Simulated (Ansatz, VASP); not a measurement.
**BaTiO3 in VASP and in Ansatz**

Contents of POSCAR:

```
BaTiO3
1.0
    3.8742736248      0.0000000000      0.0000000000
    0.0000000000      3.8742736248      0.0000000000
    0.0000000000      0.0000000000      4.0887514592
Ba Ti O
1 1 3
Direct
    0.0000000000      0.0000000000      0.0000000000
    0.5000000000      0.5000000000      0.5000000000
    0.5000000000      0.5000000000      0.0000000000
    0.5000000000      0.0000000000      0.5000000000
    0.0000000000      0.5000000000      0.5000000000
```

The input INCAR.step1:

```
PREC = Accurate ; ENCUT = 520
ISMEAR = 0 ; SIGMA = 0.01
LREAL = F ; LASPH = T
NELM = 60 ; NBANDS = 28
GGA = PE ; ALGO = Normal
EDIFF = 1E-4 ; LWAVE = T
LCHARG = F
```

The input INCAR.step2:

```
PREC = Accurate ; ENCUT = 520
EDIFF = 1E-6 ; ISMEAR = 0
SIGMA = 0.01 ; LREAL = F
LASPH = T ; NELM = 60
ALGO = Normal ; ISIF = 2
LWAVE = F ; LCHARG = F
METAGGA = R2SCAN ; LMIXTAU = T
NBANDS = 28 ; ISTART = 1
```

File KPOINTS:

```
regular mesh
0
Gamma
  6 6 6
```

Input for Ansatz:

```yaml
crystal:
  lattice:
    - [3.8742736248, 0.0, 0.0]
    - [0.0, 3.8742736248, 0.0]
    - [0.0, 0.0, 4.0887514592]
  atoms:
    - { symbol: Ba, position: [0.0, 0.0, 0.0] }
    - { symbol: Ti, position: [0.5, 0.5, 0.5] }
    - { symbol: O, position: [0.5, 0.5, 0.0] }
    - { symbol: O, position: [0.5, 0.0, 0.5] }
    - { symbol: O, position: [0.0, 0.5, 0.5] }
kpoints:
  mp_grid: { grid: [6, 6, 6] }
  band_path:
    path: [[0.0, 0.0, 0.0], [0.0, 0.5, 0.0], [0.5, 0.5, 0.0], [0.5, 0.5, 0.5]]
    npoints: 1
hamiltonian:
  xc: r2scan
scf:
  occupations: { method: fixed }
  n_extra_bands: 5
output:
  forces: true
  stress: true
  eigenvalues: true
```

Change from the starting cell: epitaxial_xy strain -3.0%.

Alike in both runs: task single point; functional r2SCAN; k mesh 6 × 6 × 6; no spin polarisation.

|  | VASP | Ansatz |
| --- | --- | --- |
| version | VASP 6.6.1 | Ansatz 0.2.0 |
| potentials or method | VASP PAW PBE potentials, release 64 (Ba_sv, Ti_sv, O) | plane waves, PAW |
| plane-wave cutoff (eV) | 520 | 500 |
| occupations | gaussian, width 0.01 eV | fixed |
| valence electrons in the cell | 40 | 40 |

```csv
,VASP,Ansatz,Ansatz less VASP
gap on the k mesh at the Fermi level (eV),2.12,2.15,+0.022
pressure (GPa),10.5,8.2,-2.31
"traceless stress, the component that is largest in VASP (GPa)",-8.50,-8.18,+0.318
```

VASP's potentials were made for PBE, not for r2SCAN.

Spin-orbit coupling is off throughout.
